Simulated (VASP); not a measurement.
Input of a VASP 6.6.1 run:

File INCAR:

```
PREC = Accurate
ENCUT = 520
EDIFF = 1E-6
ISMEAR = -1
SIGMA = 0.02
LREAL = False
LASPH = True
NELM = 80
ALGO = Normal
ISIF = 2
LWAVE = False
LCHARG = False
GGA = PE
IBRION = 2
NSW = 80
EDIFFG = -0.02
```

The input KPOINTS:

```
Automatic mesh
0
Gamma
  8 8 8
```

POSCAR

```
BaTiO3
1.0
    3.9791132838      0.0000000000      0.0000000000
    0.0000000000      3.9791132838      0.0000000000
    0.0000000000      0.0000000000      3.9791132838
Ba Ti O
1 1 3
Direct
    0.5000000000      0.5000000000      0.5000000000
    0.0000000000      0.0000000000      0.0000000000
    0.5000000000      0.0000000000      0.0000000000
    0.0000000000      0.5000000000      0.0000000000
    0.0000000000      0.0000000000      0.5000000000
```

Potentials or basis: VASP PAW PBE potentials, release 64 (Ba_sv, Ti_sv, O).

The run is started by

```console
$ cat potpaw_PBE.64/Ba_sv/POTCAR potpaw_PBE.64/Ti_sv/POTCAR potpaw_PBE.64/O/POTCAR > POTCAR
$ mpirun -np 1 vasp_std > vasp.out
```

Q: Estimate the band gap on the k mesh.

A: 1.78 eV, indirect (least direct gap 1.91 eV).

Final structure:
```cif
data_structure
_symmetry_space_group_name_H-M 'P 1'
_symmetry_Int_Tables_number 1
_cell_length_a 3.9791
_cell_length_b 3.9791
_cell_length_c 3.9791
_cell_angle_alpha 90.000
_cell_angle_beta 90.000
_cell_angle_gamma 90.000
_cell_volume 63.00
loop_
_atom_site_label
_atom_site_type_symbol
_atom_site_fract_x
_atom_site_fract_y
_atom_site_fract_z
_atom_site_occupancy
Ba1 Ba 0.50000 0.50000 0.50000 1
Ti1 Ti 0.00000 0.00000 0.00000 1
O1 O 0.50000 0.00000 0.00000 1
O2 O 0.00000 0.50000 0.00000 1
O3 O 0.00000 0.00000 0.50000 1
```

Caveat: the relaxation stopped at its first step, so nothing moved; spin-orbit coupling is left out, which moves the levels of the heavy elements. A k mesh can miss the band edges.
